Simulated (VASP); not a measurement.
Input of a VASP 6.6.1 run:

INCAR

```
PREC     = Accurate       # precision mode
ENCUT    = 500            # plane-wave cutoff, eV
EDIFF    = 1E-6           # SCF threshold, eV
ISMEAR   = 1              # smearing method
SIGMA    = 0.1            # smearing width, eV
LREAL    = False          # projectors in reciprocal space
LASPH    = True           # aspherical terms in the spheres
NELM     = 120            # most SCF steps
ALGO     = Normal         # electronic algorithm
ISIF     = 2              # what is computed and relaxed
LWAVE    = False          # write WAVECAR
LCHARG   = False          # write CHGCAR
GGA      = B5             # functional
ALDAX    = 1.0          
AGGAX    = 1.0          
AGGAC    = 1.0          
ALDAC    = 0.0          
NBANDS   = 10             # bands
GGA_COMPAT= False
```

The input KPOINTS:

```
regular mesh
0
Gamma
  4 4 4
```

POSCAR

```
K
1.0
   -2.6180000000      2.6180000000      2.6180000000
    2.6180000000     -2.6180000000      2.6180000000
    2.6180000000      2.6180000000     -2.6180000000
K
1
Direct
    0.4580000000      0.4130000000      0.0220000000
```

Potentials or basis: VASP PAW PBE potentials, release 64 (K_sv).

Command:

```sh
$ cat potpaw_PBE.64/K_sv/POTCAR > POTCAR
$ mpirun -np 1 vasp_std > vasp.out
```

(1) Estimate the band gap on the k mesh.

(2) Predict the pressure.

Answers

(1) zero (an odd number of electrons rules out a gap without spin polarisation).

(2) 0.3 GPa.

Caveat: the k points lie up to 0.42 Å⁻¹ apart, too coarse for converged energies and pressures of a metal; the PAW data sets were made with another functional, which shifts forces and pressure a little.
